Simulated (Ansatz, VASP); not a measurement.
**Si: VASP beside Ansatz**

File INCAR:

```
SYSTEM = Si
PREC = Accurate
ENCUT = 520
EDIFF = 1E-6
ISMEAR = 0
SIGMA = 0.05
LREAL = .False.
LASPH = .True.
NELM = 150
ALGO = Normal
ISIF = 2
LWAVE = .False.
LCHARG = .False.
ISPIN = 2
MAGMOM = 0 0 0 0 2
LORBIT = 11
LDIPOL = .True.
IDIPOL = 3
DIPOL = 0.5 0.5 0.322
GGA = CA
NBANDS = 22
```

The input KPOINTS:

```
regular mesh
0
Gamma
  7 7 1
  0 0 0
```

The input POSCAR:

```
Si
1.0
    3.8195065206      0.0000000000      0.0000000000
    0.0000000000      3.8195065206      0.0000000000
    0.0000000000      0.0000000000     21.0645252450
Si
5
Direct
    0.0000000000      0.5000000000      0.1898927203
    0.0000000000      0.0000000000      0.2540004780
    0.5000000000      0.0000000000      0.3202822601
    0.5000000000      0.5000000000      0.3828486591
    0.8750000000      0.8750000000      0.4635530652
```

Input for Ansatz:

```yaml
crystal:
  lattice:
    - [3.8195065206, 0.0, 0.0]
    - [0.0, 3.8195065206, 0.0]
    - [0.0, 0.0, 21.064525245]
  atoms:
    - { symbol: Si, position: [0.0, 0.5, 0.1898927203] }
    - { symbol: Si, position: [0.0, 0.0, 0.254000478] }
    - { symbol: Si, position: [0.5, 0.0, 0.3202822601] }
    - { symbol: Si, position: [0.5, 0.5, 0.3828486591] }
    - { symbol: Si, position: [0.875, 0.875, 0.4635530652], spin: 2.0 }
basis:
  ecutwfc: 420
kpoints:
  mp_grid: { grid: [7, 7, 1] }
hamiltonian:
  xc: lda
  pseudopotentials: { kind: paw, azcp: { folder: soft_1 } }
scf:
  occupations: { method: gaussian, width: 0.05 }
output:
  forces: true
  eigenvalues: true
  populations: true
magnetization:
  spin_polarized: true
efield:
  axis: 3
  dipole_correction: true
  ramp_width: 0.04
```

Alike in both runs: task single point; functional LDA; k mesh 7 × 7 × 1; occupations gaussian, width 0.05 eV; collinear spin.

|  | VASP | Ansatz |
| --- | --- | --- |
| version | VASP 6.6.1 | Ansatz 0.2.0 |
| potentials or method | VASP PAW LDA potentials, release 64 (Si), cutoff 520 eV | scalar-relativistic, plane waves, PAW |
| valence electrons in the cell | 20 | 20 |

Ansatz gave:

* gap on the k mesh at the Fermi level (eV): none
* rms of the force components (eV/Å): 0.662
* net moment per atom (μB): 0.00

**Question.** What did VASP give for the same quantities?

**Answer.** gap on the k mesh at the Fermi level (eV): none; rms of the force components (eV/Å): 0.663; net moment per atom (μB): 0.00.

Ansatz warns that its potentials were made for another functional, while VASP's fit it. LDA's correlation is that of Perdew and Zunger in VASP and of Perdew and Wang (1992) in Ansatz. Atom by atom the forces differ by 0.002 eV/Å (rms over components). A gap of «none» marks a metal or a gap that the smearing closes. Ansatz's warnings: seeded moment not kept.
